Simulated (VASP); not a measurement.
# Ba in VASP: settings compared

Ba is run at these levels: PBEsol, PBE, r2SCAN; tasks: single point.

All numbers are computed with VASP 6.6.1; they aren't measurements. Logs are shortened: lines on timing, memory, paths and dates and some standing lists are left out, and cuts for length are marked.

## Step 1: The cell of the first run

Symmetry: Im-3m, No. 229, cubic system. The conventional cell has a = 5.013 Å, b = 5.013 Å, c = 5.013 Å, α = 90.00°, β = 90.00°, γ = 90.00°. Within 5.7 Å of Ba (site symmetry m-3m) lie 14 Ba at 4.34 to 5.01 Å.

## Step 2: Single point, PBEsol

INCAR reads:

```
SYSTEM = Ba
PREC = Accurate
ENCUT = 520
EDIFF = 1E-6
ISMEAR = 1
SIGMA = 0.025
LREAL = .False.
LASPH = .True.
NELM = 60
ALGO = Fast
ISIF = 2
LWAVE = .False.
LCHARG = .False.
GGA = PS
NBANDS = 11
```

KPOINTS reads:

```
regular mesh
0
Gamma
  8 8 8
  0 0 0
```

POSCAR reads:

```
Ba
1.0
   -2.5065000000      2.5065000000      2.5065000000
    2.5065000000     -2.5065000000      2.5065000000
    2.5065000000      2.5065000000     -2.5065000000
Ba
1
Direct
    0.0000000000      0.0000000000      0.0000000000
```

Potentials or basis: VASP PAW PBE potentials, release 64 (Ba_sv).

Started as:

```bash
cat potpaw_PBE.64/Ba_sv/POTCAR > POTCAR
mpirun -np 1 vasp_std > vasp.out
```

OUTCAR:

```text
SYSTEM = Ba
   PREC = Accurate
   ENCUT = 520
   EDIFF = 1E-6
   ISMEAR = 1
   LREAL = .False.
   LASPH = .True.
   NELM = 60
   ISIF = 2
   GGA = PS

 ion  position               nearest neighbor table
   1  0.000  0.000  0.000-

  LATTYP: Found a body centered cubic cell.
 ALAT       =     5.0130000000

  Lattice vectors:

 A1 = (  -2.5065000000,   2.5065000000,   2.5065000000)
 A2 = (   2.5065000000,  -2.5065000000,   2.5065000000)
 A3 = (   2.5065000000,   2.5065000000,  -2.5065000000)

Analysis of symmetry for initial positions (statically):
=====================================================================
 Subroutine PRICEL returns:
 Original cell was already a primitive cell.

 Routine SETGRP: Setting up the symmetry group for a
 body centered cubic supercell.

 Subroutine GETGRP returns: Found 48 space group operations
 (whereof 48 operations were pure point group operations)
 out of a pool of 48 trial point group operations.

The static configuration has the point symmetry O_h .

Analysis of symmetry for dynamics (positions and initial velocities):
=====================================================================
 Subroutine PRICEL returns:
 Original cell was already a primitive cell.

 Routine SETGRP: Setting up the symmetry group for a
 body centered cubic supercell.

 Subroutine GETGRP returns: Found 48 space group operations
 (whereof 48 operations were pure point group operations)
 out of a pool of 48 trial point group operations.

The dynamic configuration has the point symmetry O_h .

 Subroutine INISYM returns: Found 48 space group operations
 (whereof 48 operations are pure point group operations),
 and found     1 'primitive' translations

----------------------------------------------------------------------------------------

                                     Primitive cell

  volume of cell :      62.9888

  direct lattice vectors                    reciprocal lattice vectors
    -2.506500000  2.506500000  2.506500000     0.000000000  0.199481348  0.199481348
     2.506500000 -2.506500000  2.506500000     0.199481348  0.000000000  0.199481348
     2.506500000  2.506500000 -2.506500000     0.199481348  0.199481348  0.000000000

  length of vectors
     4.341385349  4.341385349  4.341385349     0.282109228  0.282109228  0.282109228

  position of ions in fractional coordinates (direct lattice)
     0.000000000  0.000000000  0.000000000

  ion indices of the primitive-cell ions
   primitive index   ion index
                 1           1

----------------------------------------------------------------------------------------

 KPOINTS: regular mesh

Automatic generation of k-mesh.
 Grid dimensions read from file:
 generate k-points for:    8    8    8

 Generating k-lattice:

  Cartesian coordinates                     Fractional coordinates (reciprocal lattice)
     0.000000000  0.024935169  0.024935169     0.125000000  0.000000000  0.000000000
     0.024935169  0.000000000  0.024935169     0.000000000  0.125000000  0.000000000
     0.024935169  0.024935169  0.000000000     0.000000000  0.000000000  0.125000000

  Length of vectors
     0.035263654  0.035263654  0.035263654

  Shift w.r.t. Gamma in fractional coordinates (k-lattice)
     0.000000000  0.000000000  0.000000000

 Subroutine IBZKPT returns following result:
 ===========================================

 Found     29 irreducible k-points:

 Following reciprocal coordinates:
            Coordinates               Weight
  0.000000  0.000000  0.000000      1.000000
  0.125000  0.000000  0.000000     12.000000
  0.250000  0.000000  0.000000     12.000000
  0.375000  0.000000  0.000000     12.000000
  0.500000  0.000000  0.000000      6.000000
  0.125000  0.125000  0.000000     24.000000
[... 16 lines left out ...]
 -0.250000  0.250000  0.250000      6.000000
 -0.375000  0.375000  0.250000     24.000000
 [... further k-points ...]
   k-points           NKPTS =     29   k-points in BZ     NKDIM =     29   number of bands    NBANDS=     11
   number of dos      NEDOS =    301   number of ions     NIONS =      1
   total plane-waves  NPLWV =  32768
   dimension x,y,z NGX =    32 NGY =   32 NGZ =   32
   dimension x,y,z NGXF=    64 NGYF=   64 NGZF=   64
   ions per type =               1
   NGX,Y,Z   is equivalent  to a cutoff of  12.25, 12.25, 12.25 a.u.
   NGXF,Y,Z  is equivalent  to a cutoff of  24.51, 24.51, 24.51 a.u.
 SYSTEM =  Ba
   PREC   = accura    normal or accurate (medium, high low for compatibility)
   ISTART =      0    job   : 0-new  1-cont  2-samecut
   ICHARG =      2    charge: 1-file 2-atom 10-const
   ISPIN  =      1    spin polarized calculation?
   LNONCOLLINEAR =      F non collinear calculations
   LSORBIT =      F    spin-orbit coupling
   LASPH  =      T    aspherical Exc in radial PAW
   ENCUT  =  520.0 eV  38.22 Ry    6.18 a.u.   8.07  8.07  8.07*2*pi/ulx,y,z
   NELM   =     60;   NELMIN=  2; NELMDL= -5     # of ELM steps
   EDIFF  = 0.1E-05   stopping-criterion for ELM
   LREAL  =      F    real-space projection
   EDIFFG = 0.1E-04   stopping-criterion for IOM
   NSW    =      0    number of steps for IOM
   IBRION =     -1    ionic relax: 0-MD 1-quasi-New 2-CG
   NFREE  =      0    steps in history (QN), initial steepest desc. (CG)
   ISIF   =      2    stress and relaxation
   ISYM   =      2    0-nonsym 1-usesym 2-fastsym
   POTIM  = 0.5000    time-step for ionic-motion
   TEBEG  =    0.0;   TEEND  =   0.0 temperature during run
   PSTRESS=    0.0 pullay stress
   NELECT =      10.0000    total number of electrons
   NUPDOWN=      -1.0000    fix difference up-down
   EMIN   =  10.00;   EMAX   =-10.00  energy-range for DOS
   EFERMI =   0.00;   METHOD = LEGACY
   ISMEAR =     1;   SIGMA  =   0.03  broadening in eV -4-tet -1-fermi 0-gaus
   EFERMI_NEDOS =   21; number of points for ismear=-14 and -15
   IALGO  =     68    algorithm
   IMIX   =      4    mixing-type and parameters
     AMIX     =   0.40;   BMIX     =  1.00
     AMIX_MAG =   1.60;   BMIX_MAG =  1.00
  volume/ion in A,a.u.               =      62.99       425.07
  Fermi-wavevector in a.u.,A,eV,Ry     =   0.886449  1.675146 10.691349  0.785792
  Thomas-Fermi vector in A             =   2.007617
   LORBIT       =      0    0 simple, 1 ext, 2 COOP (PROOUT), +10 PAW based schemes
   GGA     = PS    functional components
   LHFCALC =     F    Hartree Fock is set to
   AEXX    =    0.0000 exact exchange contribution
   IVDW    =     0    specifies the selected vdW correction
   LEPSILON=     F    determine dielectric tensor
   LRPA    =     F    only Hartree local field effects (RPA)
 non-spin polarized calculation
 RMM-DIIS sequential band-by-band and
 Methfessel and Paxton  Order N= 1 SIGMA  =   0.03
  energy-cutoff  :      520.00
  volume of cell :       62.99
 maximum number of plane-waves:      1724
   NGX = 17   NGY = 17   NGZ = 17

 number of electron      10.0000000 magnetization

 number of electron       9.9999999 magnetization

 Free energy of the ion-electron system (eV)
  ---------------------------------------------------
  ext. energy  EPLUGINS =         0.00000000
  ---------------------------------------------------
  free energy    TOTEN  =        -2.14406771 eV

  energy without entropy =       -2.14388263  energy(sigma->0) =       -2.14400602

 E-fermi :   1.4653     XC(G=0):  -7.5068

 val. band max:        1.4624687487   @ k =  -0.3750   0.5000   0.2500
 cond. band min:       1.6450242077   @ k =   0.2500   0.2500   0.1250
 fundamental gap:      0.1825554590
 Fermi energy:         1.4652686094

 k-point     1 :       0.0000    0.0000    0.0000
  band No.  band energies     occupation
      1     -27.3231      2.00000
      2     -12.2535      2.00000
      3     -12.2535      2.00000
      4     -12.2535      2.00000
      5      -1.2319      2.00000
      6       3.3483      0.00000
      7       3.3483      0.00000
      8       3.3483      0.00000
      9       4.7823      0.00000
     10       4.7823      0.00000
     11       8.4770      0.00000

 k-point     2 :       0.1250    0.0000    0.0000
  band No.  band energies     occupation
      1     -27.3167      2.00000
      2     -12.3265      2.00000
      3     -12.2761      2.00000
      4     -12.2540      2.00000
      5      -0.9439      2.00000
      6       3.1241      0.00000
      7       3.1984      0.00000
      8       3.6465      0.00000
      9       4.4933      0.00000
     10       4.7693      0.00000
     11       8.7838      0.00000

 k-point     3 :       0.2500    0.0000    0.0000
  band No.  band energies     occupation
      1     -27.3013      2.00000
      2     -12.4954      2.00000
      3     -12.3296      2.00000
      4     -12.2550      2.00000
      5      -0.2181      2.00000
      6       2.6868      0.00000
      7       2.6913      0.00000
      8       4.5065      0.00000
      9       4.5283      0.00000
     10       4.8389      0.00000
     11       8.8001      0.00000

 k-point     4 :       0.3750    0.0000    0.0000
  band No.  band energies     occupation
      1     -27.2858      2.00000
      2     -12.6555      2.00000
      3     -12.3820      2.00000
      4     -12.2562      2.00000
      5       0.4587      2.00000
      6       2.3384      0.00000
      7       2.5363      0.00000
      8       4.7604      0.00000
      9       5.0989      0.00000
     10       5.7940      0.00000
     11       7.7706      0.00000
[... 239 lines left out ...]
 k-point    22 :       0.2500    0.2500    0.2500
  band No.  band energies     occupation
      1     -27.2765      2.00000
      2     -12.4877      2.00000
      3     -12.4877      2.00000
      4     -12.4877      2.00000
      5       2.0540      0.00000
      6       2.0540      0.00000
      7       2.0540      0.00000
      8       5.2715      0.00000
      9       5.4275      0.00000
     10       5.4275      0.00000
     11       8.3383      0.00000

 k-point    23 :      -0.2500    0.2500    0.2500
  band No.  band energies     occupation
      1     -27.2823      2.00000
      2     -12.5045      2.00000
      3     -12.4120      2.00000
      4     -12.4120      2.00000
      5       0.6284      2.00000
      6       2.2948      0.00000
      7       3.3963      0.00000
      8       3.3963      0.00000
      9       4.4708      0.00000
     10       5.1606      0.00000
     11       8.5199      0.00000

 k-point    24 :      -0.3750    0.3750    0.2500
  band No.  band energies     occupation
      1     -27.2688      2.00000
      2     -12.6007      2.00000
      3     -12.4687      2.00000
      4     -12.4261      2.00000
      5       1.1870      2.00000
      6       1.7740     -0.00000
      7       3.4010      0.00000
      8       3.6262      0.00000
      9       5.0718      0.00000
     10       5.4916      0.00000
     11       8.6724      0.00000

 [... further k-points ...]
[... 5 lines left out ...]
  --------------------------------------------------------------------------------------
  -------------------------------------------------------------------------------------
  Total       -0.2509749     -0.2509749     -0.2509749      0.0000000      0.0000000      0.0000000
  in kB       -6.3837765     -6.3837765     -6.3837765      0.0000000      0.0000000      0.0000000
  external PRESSURE =      -6.3837765 kB  Pullay stress =       0.0000000 kB

 VOLUME and BASIS-vectors are now :
 -----------------------------------------------------------------------------
  energy-cutoff  :      520.00
  volume of cell :       62.99
      direct lattice vectors                 reciprocal lattice vectors
    -2.506500000  2.506500000  2.506500000     0.000000000  0.199481348  0.199481348
     2.506500000 -2.506500000  2.506500000     0.199481348  0.000000000  0.199481348
     2.506500000  2.506500000 -2.506500000     0.199481348  0.199481348  0.000000000

 POSITION                                       TOTAL-FORCE (eV/Angst)
 -----------------------------------------------------------------------------------
      0.00000      0.00000      0.00000        -0.000000      0.000000      0.000000
 -----------------------------------------------------------------------------------
    total drift:                               -0.000000      0.000000      0.000000

  FREE ENERGIE OF THE ION-ELECTRON SYSTEM (eV)
  ---------------------------------------------------
  free  energy   TOTEN  =        -2.1440677132 eV

  energy  without entropy=       -2.1438826277  energy(sigma->0) =       -2.14400602
```

Wall time 9 s (1 thread of Intel Xeon Platinum 8375C at 2.90GHz (Ice Lake), shared host); peak memory 0.18 GiB.

What came out:

```
Free energy            : -2.1441 eV
Pressure               : -0.6 GPa
Band gap on the k mesh : zero (band 5 reaches 2.05 eV, above the bottom of band 6 at 1.00 eV)
```

Levels at points of the mesh, in eV from the Fermi level:
```
           k point  band 3  band 4  band 5  band 6  band 7  band 8
(0.00, 0.00, 0.00)  -13.72  -13.72   -2.70    1.88    1.88    1.88
(0.50, 0.00, 0.00)  -13.87  -13.72   -0.83    0.75    1.33    3.27
(0.50, 0.50, 0.50)  -14.04  -14.04   -0.47   -0.47    4.41    4.41
```

Caveat: the PAW data sets were made with another functional, which shifts forces and pressure a little; spin-orbit coupling is left out, which moves the levels of the heavy elements.

## Step 3: Single point, PBE

This run uses another cell than the first one, of 64.25 Å³/atom, 1.020 times its volume.

INCAR reads:

```
SYSTEM = Ba
ALGO = Fast
EDIFF = 1E-6
ENCUT = 520
GGA = PE
ISIF = 2
ISMEAR = -1
LASPH = .TRUE.
LCHARG = .FALSE.
LREAL = .FALSE.
LWAVE = .FALSE.
NBANDS = 11
NELM = 80
PREC = Accurate
SIGMA = 0.05
```

KPOINTS reads:

```
k-points
0
G
  6 6 6
  0 0 0
```

POSCAR reads:

```
Ba
1.0
   -2.5315650000      2.5315650000      2.5065000000
    2.5315650000     -2.5315650000      2.5065000000
    2.5315650000      2.5315650000     -2.5065000000
Ba
1
Direct
    0.0000000000      0.0000000000      0.0000000000
```

Potentials or basis: VASP PAW PBE potentials, release 64 (Ba_sv).

Started as:

```bash
cat potpaw_PBE.64/Ba_sv/POTCAR > POTCAR
mpirun -np 1 vasp_std > vasp.out
```

Wall time 9.8 s (1 thread of Intel Xeon 6975P-C (Granite Rapids), shared host); peak memory 0.2 GiB.

Results (log left out):

```
Free energy            : -1.9070 eV
Pressure               : 0.0 GPa
Band gap on the k mesh : zero (band 5 reaches 1.69 eV, above the bottom of band 6 at 1.07 eV)
```

Levels at points of the mesh, in eV from the Fermi level:
```csv
k point,band 2,band 3,band 4,band 5,band 6,band 7,band 8,band 9
"(0.00, 0.00, 0.00)",-13.91,-13.91,-13.91,-2.77,1.74,1.80,1.80,3.11
"(0.50, 0.00, 0.00)",-14.34,-14.05,-13.91,-0.90,0.65,1.17,3.14,3.70
"(0.50, 0.50, 0.00)",-14.34,-14.05,-13.91,-0.91,0.71,1.14,3.06,3.66
"(0.50, 0.50, 0.50)",-14.21,-14.21,-14.20,-0.56,-0.54,4.20,4.20,4.31
```

Caveat: spin-orbit coupling is left out, which moves the levels of the heavy elements.

(Part 1 of 2 ends here.)
